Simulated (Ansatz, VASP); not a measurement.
## HfBe2Si2 in VASP and in Ansatz

The input INCAR:

```
PREC = Accurate
ENCUT = 600
EDIFF = 1E-6
ISMEAR = 0
SIGMA = 0.1
LREAL = F
LASPH = T
NELM = 60
ALGO = Normal
ISIF = 3
LWAVE = F
LCHARG = F
GGA = PE
IBRION = 2
NSW = 90
EDIFFG = -0.04
```

Contents of KPOINTS:

```
Automatic mesh
0
Gamma
  6 6 4
```

The input POSCAR:

```
HfBe2Si2
1.0
    3.4410623200      0.0000000000      0.0000000000
   -1.7205311600      2.9800473800      0.0000000000
    0.0000000000      0.0000000000      5.6969666000
Hf Be Si
1 2 2
Direct
    0.0000000000      0.0000000000      0.0000000000
    0.3333333300      0.6666666700      0.3764900000
    0.6666666700      0.3333333300      0.6235100000
    0.3333333300      0.6666666700      0.7462999800
    0.6666666700      0.3333333300      0.2537000200
```

Input for Ansatz:

```yaml
crystal:
  lattice:
    - [3.44106232, 0.0, 0.0]
    - [-1.72053116, 2.98004738, 0.0]
    - [0.0, 0.0, 5.6969666]
  atoms:
    - { symbol: Hf, position: [0.0, 0.0, 0.0] }
    - { symbol: Be, position: [0.33333333, 0.66666667, 0.37649] }
    - { symbol: Be, position: [0.66666667, 0.33333333, 0.62351] }
    - { symbol: Si, position: [0.33333333, 0.66666667, 0.74629998] }
    - { symbol: Si, position: [0.66666667, 0.33333333, 0.25370002] }
basis:
  ecutwfc: 420
kpoints:
  mp_grid: { grid: [6, 6, 4] }
hamiltonian:
  xc: pbe
scf:
  occupations: { method: gaussian, width: 0.1 }
  lower_state_search: "off"
output:
  forces: true
  stress: true
  eigenvalues: true
relax:
  adjacent_minimum: "off"
  f_tol: 0.04
  max_steps: 70
  cell: { stress_tol: 0.4 }
```

Change from the starting cell: species swapped into the CaCu2S2 type (P-3m1, No. 164).

Alike in both runs: task relaxation of cell and atoms; functional PBE; k mesh 6 × 6 × 4; occupations gaussian, width 0.1 eV; no spin polarisation.

|  | VASP | Ansatz |
| --- | --- | --- |
| version | VASP 6.6.1 | Ansatz 0.2.0 |
| potentials or method | VASP PAW PBE potentials, release 64 (Hf_pv, Be, Si), cutoff 600 eV | scalar-relativistic, plane waves, PAW |
| valence electrons in the cell | 22 | 38 |

|  | VASP | Ansatz | Ansatz less VASP |
| --- | --- | --- | --- |
| gap on the k mesh at the Fermi level, each at its own relaxed structure (eV) | none | none | - |
| relaxed volume (Å³/atom) | 14.58 | 14.57 | -0.014 |
| relaxed length of the cell vector where the two differ most in proportion (Å) | 5.873 | 5.859 | -0.0147 |

A gap of «none» marks a metal or a gap that the smearing closes. VASP's potentials hold 22 valence electrons a cell and Ansatz's 38, so a difference there can come from the potentials and not from the codes.

Neither program's run includes spin-orbit coupling. Noted on VASP's run: the volume moved by over 15 % at a fixed basis, so the end points are rough.
